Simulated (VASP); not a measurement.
Runs of VASP 6.6.1 on C. The structure is that of space group C2/m (No. 12), or close to it. The cells are those of the table. 

```csv
cell,gap on the mesh (eV),pressure (GPa),largest force (eV/Å)
"a = 2.496, b = 2.536, c = 12.309 Å, angles 90.8, 92.1, 121.6°, 12 atoms",3.57,(b),0.53
"a = 2.471, b = 2.510, c = 12.185 Å, angles 90.8, 92.1, 121.6°, 12 atoms",(a),31.7,0.65
"a = 2.448, b = 2.526, c = 12.073 Å, angles 91.5, 94.2, 123.1°, 12 atoms",2.43,54.4,1.91
"a = 2.499, b = 2.576, c = 12.322 Å, angles 91.5, 94.2, 123.1°, 12 atoms",2.43,20.1,1.37
```

Alike in all rows: task single point; level PBE; potentials or basis VASP PAW PBE potentials, release 64 (C); no spin polarisation; k mesh 12 × 12 × 2; cutoff (eV) 520; smearing gaussian 0.05 eV.

Question: Fill in the values left out.

Answer: (a) 3.61; (b) 15.9.

Caveats: the cell stands under pressure; forces of over 1 eV/Å act on the atoms, so gaps and moduli don't describe the material at rest (at least some runs).

A k mesh can miss the band edges.
